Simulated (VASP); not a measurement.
Wanted: the native input for a VASP 6.6.1 run.

```yaml
Task: single point
Functional: PBE
Potentials_or_basis: VASP PAW PBE potentials, release 64 (Si, N, O)
Cutoff: 520 eV
k_mesh: 1 × 1 × 1, shifted
Occupations: fermi-dirac, width 0.2482 eV
Spin: no spin polarisation
Dipole_correction: no
Mended: yes
Further_INCAR_settings: LREAL = Auto; ALGO = Normal; EDIFF = 1e-06; NBANDS = 54; ISYM = -1
```

The structure of Si7N8O2 lies in POSCAR:

```
Si7N8O2
1.0
    5.8386290000      0.0627810000      0.1075870000
    0.0627810000      6.0367170000      0.0979630000
    0.1075870000      0.0979630000      5.8205090000
Si N O
7 8 2
Direct
    0.9418052743      0.5059616462      0.0310040712
    0.3582324949      0.3553411948      0.5788774747
    0.5360181995     -0.1058850307      0.6608434460
    0.3336038696      0.8356312953      0.2542222015
    0.0489394558      0.9673332407      0.9009780561
    0.9687802834      0.5546096081      0.4865587554
    0.8551254701      0.1739636873      0.4241685068
    0.8148795032      0.7413013113     -0.2731253472
    0.4328389338      0.6029244119      0.4801495666
   -0.0071861692      0.6829012817      0.2453005536
    0.6262190435      0.1741950861      0.6442524698
    0.1973432921      0.0703496063      0.4805888572
    0.3943407338      0.3925148390     -0.0383012667
    0.3263933873      0.8528456444     -0.0540622827
    0.5710282472      0.4203477453      0.0645437122
    0.9114344257      0.1561326057      0.0748637767
    0.5629592013      0.9969925942      0.2866971811
```

The input as run:

INCAR

```
SYSTEM = Si7N8O2
  PREC = Accurate
  ENCUT = 520
  EDIFF = 1E-6
  ISMEAR = -1
  SIGMA = 0.2482
  LREAL = Auto
  LASPH = .True.
  NELM = 120
  ALGO = Normal
  ISIF = 2
  LWAVE = .False.
  LCHARG = .False.
  GGA = PE
  NBANDS = 54
  ISYM = -1
  GGA_COMPAT = .False.
```

KPOINTS

```
explicit points
1
Reciprocal
  0.25000000   0.25000000   0.25000000 1
```

Potentials or basis: VASP PAW PBE potentials, release 64 (Si, N, O).

The run is started by

```console
$ cat potpaw_PBE.64/Si/POTCAR potpaw_PBE.64/N/POTCAR potpaw_PBE.64/O/POTCAR > POTCAR
$ mpirun -np 1 vasp_std > vasp.out
```

Results of the run:

```json
{
  "Pressure": "-14.4 GPa",
  "Largest force": "6.615 eV/Å"
}
```

Caveat: the standard files for N, O and F lose accuracy on very short bonds; the atoms stand as in a frame of molecular dynamics.

Run time: 40 s on 1 thread of Intel(R) Xeon(R) 6975P-C (Granite Rapids), on a shared host, peak memory 0.31 GiB.
